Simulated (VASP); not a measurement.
# Al3Se2 (R-3c) in VASP: single point with PBE

Aim: the single point of Al3Se2 with PBE.

Everything below comes from runs of VASP 6.6.1. Logs are shortened: lines on timing, memory, paths and dates and some standing lists are left out, and cuts for length are marked.

## (1) The cell of the first run

Symmetry: R-3c, No. 167, trigonal system. The conventional cell has a = 6.312 Å, b = 6.312 Å, c = 17.234 Å, α = 90.00°, β = 90.00°, γ = 120.00°. Within 3.2 Å of Al (site symmetry 2) lie 4 Se at 2.46 to 2.61 Å. Within 3.2 Å of Se (site symmetry 3) lie 6 Al at 2.46 to 2.61 Å.

## (2) Single point, PBE

The input, INCAR:

```
SYSTEM = Al3Se2
PREC     = Accurate       ! precision mode
ENCUT    = 520            ! plane-wave cutoff, eV
EDIFF    = 1E-6           ! SCF threshold, eV
ISMEAR   = 0              ! smearing method
SIGMA    = 0.1            ! smearing width, eV
LREAL    = .False.        ! projectors in reciprocal space
LASPH    = .True.         ! aspherical terms in the spheres
NELM     = 100            ! most SCF steps
ALGO     = Normal         ! electronic algorithm
ISIF     = 2              ! what is computed and relaxed
LWAVE    = .False.        ! write WAVECAR
LCHARG   = .True.         ! write CHGCAR
GGA      = PE             ! functional
LELF     = .True.         ! ELF
LVHAR    = .True.       
NBANDS   = 32             ! bands
```

The input, KPOINTS:

```
Automatic mesh
0
Gamma
  6 6 6
  0 0 0
```

The input, POSCAR:

```
Al3Se2
1.0
    3.1561341200      1.8221948837      5.7446380569
   -3.1561341200      1.8221948837      5.7446380569
    0.0000000000     -3.6443897676      5.7446380569
Al Se
6 4
Direct
    0.0562500000      0.4437500000      0.7500000000
    0.7500000000      0.0562500000      0.4437500000
    0.4437500000      0.7500000000      0.0562500000
    0.9437500000      0.5562500000      0.2500000000
    0.2500000000      0.9437500000      0.5562500000
    0.5562500000      0.2500000000      0.9437500000
    0.8521800000      0.8521800000      0.8521800000
    0.6478200000      0.6478200000      0.6478200000
    0.1478200000      0.1478200000      0.1478200000
    0.3521800000      0.3521800000      0.3521800000
```

Potentials or basis: VASP PAW PBE potentials, release 64 (Al, Se).

The run is started by

```bash
cat potpaw_PBE.64/Al/POTCAR potpaw_PBE.64/Se/POTCAR > POTCAR
mpirun -np 1 vasp_std > vasp.out
```

OUTCAR:

```text
SYSTEM = Al3Se2
   PREC = Accurate
   ENCUT = 520
   EDIFF = 1E-6
   ISMEAR = 0
   LREAL = .False.
   LASPH = .True.
   NELM = 100
   ISIF = 2
   GGA = PE

 ion  position               nearest neighbor table
   1  0.056  0.444  0.750-   9 2.46  10 2.46   7 2.61   8 2.61   2 3.35   3 3.35
   2  0.750  0.056  0.444-   9 2.46  10 2.46   8 2.61   7 2.61   3 3.35   1 3.35
   3  0.444  0.750  0.056-  10 2.46   9 2.46   7 2.61   8 2.61   2 3.35   1 3.35
   4  0.944  0.556  0.250-   7 2.46   8 2.46   9 2.61  10 2.61   6 3.35   5 3.35
   5  0.250  0.944  0.556-   7 2.46   8 2.46  10 2.61   9 2.61   6 3.35   4 3.35
   6  0.556  0.250  0.944-   8 2.46   7 2.46   9 2.61  10 2.61   5 3.35   4 3.35
   7  0.852  0.852  0.852-   5 2.46   4 2.46   6 2.46   3 2.61   1 2.61   2 2.61
   8  0.648  0.648  0.648-   6 2.46   4 2.46   5 2.46   2 2.61   1 2.61   3 2.61
   9  0.148  0.148  0.148-   2 2.46   1 2.46   3 2.46   6 2.61   4 2.61   5 2.61
  10  0.352  0.352  0.352-   3 2.46   1 2.46   2 2.46   5 2.61   4 2.61   6 2.61

  LATTYP: Found a trigonal (rhomboedric) cell.
 ALAT       =     6.8031201064
 COS(alpha) =     0.5695481095

  Lattice vectors:

 A1 = (   3.1561341200,   1.8221948837,   5.7446380569)
 A2 = (  -3.1561341200,   1.8221948837,   5.7446380569)
 A3 = (   0.0000000000,  -3.6443897676,   5.7446380569)

Analysis of symmetry for initial positions (statically):
=====================================================================
 Subroutine PRICEL returns:
 Original cell was already a primitive cell.

 Routine SETGRP: Setting up the symmetry group for a
 trigonal (rhombohedral) supercell.

 Subroutine GETGRP returns: Found 12 space group operations
 (whereof  6 operations were pure point group operations)
 out of a pool of 12 trial point group operations.

The static configuration has the point symmetry S_6 .
 The point group associated with its full space group is D_3d.

Analysis of symmetry for dynamics (positions and initial velocities):
=====================================================================
 Subroutine PRICEL returns:
 Original cell was already a primitive cell.

 Routine SETGRP: Setting up the symmetry group for a
 trigonal (rhombohedral) supercell.

 Subroutine GETGRP returns: Found 12 space group operations
 (whereof  6 operations were pure point group operations)
 out of a pool of 12 trial point group operations.

The dynamic configuration has the point symmetry S_6 .
 The point group associated with its full space group is D_3d.

 Subroutine INISYM returns: Found 12 space group operations
 (whereof  6 operations are pure point group operations),
 and found     1 'primitive' translations

----------------------------------------------------------------------------------------

                                     Primitive cell

  volume of cell :     198.2276

  direct lattice vectors                    reciprocal lattice vectors
     3.156134120  1.822194884  5.744638057     0.158421658  0.091464787  0.058025124
    -3.156134120  1.822194884  5.744638057    -0.158421658  0.091464787  0.058025124
     0.000000000 -3.644389768  5.744638057     0.000000000 -0.182929574  0.058025124

  length of vectors
     6.803120106  6.803120106  6.803120106     0.191911813  0.191911813  0.191911813

  position of ions in fractional coordinates (direct lattice)
     0.056250000  0.443750000  0.750000000
     0.750000000  0.056250000  0.443750000
     0.443750000  0.750000000  0.056250000
     0.943750000  0.556250000  0.250000000
     0.250000000  0.943750000  0.556250000
     0.556250000  0.250000000  0.943750000
     0.852180000  0.852180000  0.852180000
     0.647820000  0.647820000  0.647820000
     0.147820000  0.147820000  0.147820000
     0.352180000  0.352180000  0.352180000

  ion indices of the primitive-cell ions
   primitive index   ion index
                 1           1
                 2           2
                 3           3
                 4           4
                 5           5
                 6           6
                 7           7
                 8           8
                 9           9
                10          10

----------------------------------------------------------------------------------------

 KPOINTS: Automatic mesh

Automatic generation of k-mesh.
 Grid dimensions read from file:
 generate k-points for:    6    6    6

 Generating k-lattice:

  Cartesian coordinates                     Fractional coordinates (reciprocal lattice)
     0.026403610  0.015244131  0.009670854     0.166666667  0.000000000  0.000000000
    -0.026403610  0.015244131  0.009670854     0.000000000  0.166666667  0.000000000
     0.000000000 -0.030488262  0.009670854    -0.000000000 -0.000000000  0.166666667

  Length of vectors
     0.031985302  0.031985302  0.031985302

  Shift w.r.t. Gamma in fractional coordinates (k-lattice)
     0.000000000  0.000000000  0.000000000

 Subroutine IBZKPT returns following result:
 ===========================================

 Found     32 irreducible k-points:

 Following reciprocal coordinates:
            Coordinates               Weight
  0.000000  0.000000  0.000000      1.000000
  0.166667 -0.000000 -0.000000      6.000000
  0.333333 -0.000000 -0.000000      6.000000
  0.500000  0.000000 -0.000000      3.000000
  0.166667  0.166667  0.000000      6.000000
  0.333333  0.166667 -0.000000     12.000000
[... 16 lines left out ...]
  0.500000  0.500000  0.166667      6.000000
 -0.333333  0.500000  0.166667     12.000000
 [... further k-points ...]
   k-points           NKPTS =     32   k-points in BZ     NKDIM =     32   number of bands    NBANDS=     32
   number of dos      NEDOS =    301   number of ions     NIONS =     10
   total plane-waves  NPLWV = 157464
   dimension x,y,z NGX =    54 NGY =   54 NGZ =   54
   dimension x,y,z NGXF=   108 NGYF=  108 NGZF=  108
   ions per type =               6   4
   NGX,Y,Z   is equivalent  to a cutoff of  13.20, 13.20, 13.20 a.u.
   NGXF,Y,Z  is equivalent  to a cutoff of  26.39, 26.39, 26.39 a.u.
 SYSTEM =  Al3Se2
   PREC   = accura    normal or accurate (medium, high low for compatibility)
   ISTART =      0    job   : 0-new  1-cont  2-samecut
   ICHARG =      2    charge: 1-file 2-atom 10-const
   ISPIN  =      1    spin polarized calculation?
   LNONCOLLINEAR =      F non collinear calculations
   LSORBIT =      F    spin-orbit coupling
   LASPH  =      T    aspherical Exc in radial PAW
   ENCUT  =  520.0 eV  38.22 Ry    6.18 a.u.  12.65 12.65 12.65*2*pi/ulx,y,z
   NELM   =    100;   NELMIN=  2; NELMDL= -5     # of ELM steps
   EDIFF  = 0.1E-05   stopping-criterion for ELM
   LREAL  =      F    real-space projection
   EDIFFG = 0.1E-04   stopping-criterion for IOM
   NSW    =      0    number of steps for IOM
   IBRION =     -1    ionic relax: 0-MD 1-quasi-New 2-CG
   NFREE  =      0    steps in history (QN), initial steepest desc. (CG)
   ISIF   =      2    stress and relaxation
   ISYM   =      2    0-nonsym 1-usesym 2-fastsym
   POTIM  = 0.5000    time-step for ionic-motion
   TEBEG  =    0.0;   TEEND  =   0.0 temperature during run
   PSTRESS=    0.0 pullay stress
   NELECT =      42.0000    total number of electrons
   NUPDOWN=      -1.0000    fix difference up-down
   EMIN   =  10.00;   EMAX   =-10.00  energy-range for DOS
   EFERMI =   0.00;   METHOD = LEGACY
   ISMEAR =     0;   SIGMA  =   0.10  broadening in eV -4-tet -1-fermi 0-gaus
   EFERMI_NEDOS =   21; number of points for ismear=-14 and -15
   IALGO  =     38    algorithm
   IMIX   =      4    mixing-type and parameters
     AMIX     =   0.40;   BMIX     =  1.00
     AMIX_MAG =   1.60;   BMIX_MAG =  1.00
  volume/ion in A,a.u.               =      19.82       133.77
  Fermi-wavevector in a.u.,A,eV,Ry     =   0.975970  1.844316 12.959790  0.952518
  Thomas-Fermi vector in A             =   2.106552
   LORBIT       =      0    0 simple, 1 ext, 2 COOP (PROOUT), +10 PAW based schemes
   GGA     = PE    functional components
   LHFCALC =     F    Hartree Fock is set to
   AEXX    =    0.0000 exact exchange contribution
   IVDW    =     0    specifies the selected vdW correction
   LEPSILON=     F    determine dielectric tensor
   LRPA    =     F    only Hartree local field effects (RPA)
 non-spin polarized calculation
 Gauss-broadening in eV      SIGMA  =   0.10
  energy-cutoff  :      520.00
  volume of cell :      198.23
 maximum number of plane-waves:      5353
 NGX is ok and might be reduce to    54
   NGX = 25   NGY = 25   NGZ = 25

 number of electron      41.9999997 magnetization

 Free energy of the ion-electron system (eV)
  ---------------------------------------------------
  ext. energy  EPLUGINS =         0.00000000
  ---------------------------------------------------
  free energy    TOTEN  =       -33.16800306 eV

  energy without entropy =      -33.14340705  energy(sigma->0) =      -33.15570506

 E-fermi :   6.8491     XC(G=0):  -9.7754

 val. band max:        6.8249792903   @ k =  -0.1667   0.5000   0.1667
 cond. band min:       6.8682850456   @ k =  -0.3333   0.5000   0.1667
 fundamental gap:      0.0433057553
 Fermi energy:         6.8491186185

 k-point     1 :       0.0000    0.0000    0.0000
  band No.  band energies     occupation
      1      -9.4419      2.00000
      2      -8.3813      2.00000
      3      -8.2028      2.00000
      4      -7.7626      2.00000
      5      -1.6146      2.00000
      6      -1.0820      2.00000
[... 24 lines left out ...]
     31      10.1532      0.00000
     32      10.9343      0.00000

 k-point     2 :       0.1667   -0.0000   -0.0000
  band No.  band energies     occupation
      1      -9.3632      2.00000
      2      -8.3836      2.00000
      3      -8.2616      2.00000
      4      -7.8309      2.00000
      5      -1.5943      2.00000
      6      -1.1231      2.00000
[... 24 lines left out ...]
     31      10.6123      0.00000
     32      11.1316      0.00000
[... 733 lines left out ...]
     31      10.5213      0.00000
     32      10.6804      0.00000

 k-point    24 :      -0.3333    0.5000    0.1667
  band No.  band energies     occupation
      1      -8.8135      2.00000
      2      -8.6356      2.00000
      3      -8.3130      2.00000
      4      -8.2812      2.00000
      5      -1.7611      2.00000
      6      -1.3659      2.00000
[... 24 lines left out ...]
     31       9.8370      0.00000
     32      10.1571      0.00000

 [... further k-points ...]
[... 5 lines left out ...]
  --------------------------------------------------------------------------------------
  -------------------------------------------------------------------------------------
  Total       16.5879302     16.5879302     14.9512499      0.0000000     -0.0000000     -0.0000000
  in kB      134.0721542    134.0721542    120.8436654      0.0000000     -0.0000000     -0.0000000
  external PRESSURE =     129.6626579 kB  Pullay stress =       0.0000000 kB

 VOLUME and BASIS-vectors are now :
 -----------------------------------------------------------------------------
  energy-cutoff  :      520.00
  volume of cell :      198.23
      direct lattice vectors                 reciprocal lattice vectors
     3.156134120  1.822194884  5.744638057     0.158421658  0.091464787  0.058025124
    -3.156134120  1.822194884  5.744638057    -0.158421658  0.091464787  0.058025124
     0.000000000 -3.644389768  5.744638057     0.000000000 -0.182929574  0.058025124

 POSITION                                       TOTAL-FORCE (eV/Angst)
 -----------------------------------------------------------------------------------
     -1.22300     -1.82219      7.18080        -0.189602     -0.000000     -0.000000
      2.18957     -0.14805      7.18080         0.094801     -0.164200     -0.000000
     -0.96657      1.97025      7.18080         0.094801      0.164200     -0.000000
      1.22300      1.82219     10.05312         0.189602     -0.000000     -0.000000
     -2.18957      0.14805     10.05312        -0.094801      0.164200     -0.000000
      0.96657     -1.97025     10.05312        -0.094801     -0.164200     -0.000000
      0.00000     -0.00000     14.68640        -0.000000      0.000000     -0.165558
      0.00000     -0.00000     11.16447        -0.000000     -0.000000      0.165558
      0.00000     -0.00000      2.54752        -0.000000     -0.000000      0.165558
      0.00000     -0.00000      6.06944        -0.000000      0.000000     -0.165558
 -----------------------------------------------------------------------------------
    total drift:                                0.000000      0.000000      0.000000

  FREE ENERGIE OF THE ION-ELECTRON SYSTEM (eV)
  ---------------------------------------------------
  free  energy   TOTEN  =       -33.1680030593 eV

  energy  without entropy=      -33.1434070531  energy(sigma->0) =      -33.15570506
```

Run time: 6.4 min. Hardware: 1 thread of AMD EPYC 7R43 (Zen 3), shared host; peak memory 0.42 GiB.

What came out:

```yaml
Free_energy: -33.1680 eV
Pressure: 13.0 GPa
Largest_force: 0.190 eV/Å
Band_gap_on_the_k_mesh: zero (bands 21 and 22 overlap by 2.31 eV)
```

Forces in eV/Å, atoms in the order of the input:
```
Al  -0.190  0.000  0.000
Al   0.095 -0.164  0.000
Al   0.095  0.164  0.000
Al   0.190  0.000  0.000
Al  -0.095  0.164  0.000
Al  -0.095 -0.164  0.000
Se   0.000  0.000 -0.166
Se   0.000  0.000  0.166
Se   0.000  0.000  0.166
Se   0.000  0.000 -0.166
```

Levels at points of the mesh, in eV from the Fermi level:
```csv
k point,band 18,band 19,band 20,band 21,band 22,band 23,band 24,band 25
"(0.00, 0.00, 0.00)",-2.34,-2.34,0.60,1.48,1.48,1.78,1.78,2.41
"(0.50, 0.00, 0.00)",-0.89,-0.52,-0.52,-0.15,-0.15,0.04,0.04,1.14
"(0.50, 0.50, 0.00)",-1.84,-1.55,-0.45,-0.38,0.38,0.44,1.11,1.90
"(0.50, 0.50, 0.50)",-0.97,-0.83,-0.83,-0.83,-0.83,0.93,0.93,0.93
```

Caveat: the cell stands under pressure.
